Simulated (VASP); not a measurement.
Crystal: Rh.

```xyz
1
Lattice="0.0000 1.8979 1.8979 1.8979 0.0000 1.8979 1.8979 1.8979 0.0000" Properties=species:S:1:pos:R:3 pbc="T T T"
Rh    0.0000    0.0000    0.0000
```

- Program: VASP 6.6.1
- Task: relaxation of cell and atoms
- Functional: revPBE
- Dispersion: D4
- Potentials or basis: VASP PAW PBE potentials, release 64 (Rh_pv)
- Cutoff: 600 eV
- k mesh: 12 × 12 × 12
- Occupations: fermi-dirac, width 0.05 eV
- Spin: no spin polarisation

At the start: pressure -5.2 GPa; volume 13.67 Å³/atom.

Problem. Where does the relaxation end?

Solution. Over 4 steps the energy falls by 4.3 meV/atom and the volume is 13.42 Å³/atom (-1.9 %); space group Fm-3m (No. 225, to 0.05 Å).

The path:
```csv
step,energy change (eV),largest force (eV/Å),pressure (GPa),volume (Å³)
1,0.0000,0.0000,-5.17,13.67
2,0.0229,0.0000,15.26,12.82
3,-0.0043,0.0000,-0.13,13.42
4,-0.0043,0.0000,0.05,13.42
```

Final structure:
```
Rh
1.0
     0.00000    1.88598    1.88598
     1.88598    0.00000    1.88598
     1.88598    1.88598    0.00000
Rh
1
Direct
  0.00000 0.00000 0.00000
```

Caveat: the PAW data sets were made with another functional, which shifts forces and pressure a little; pairwise dispersion overbinds metals, which lowers pressure and volume.
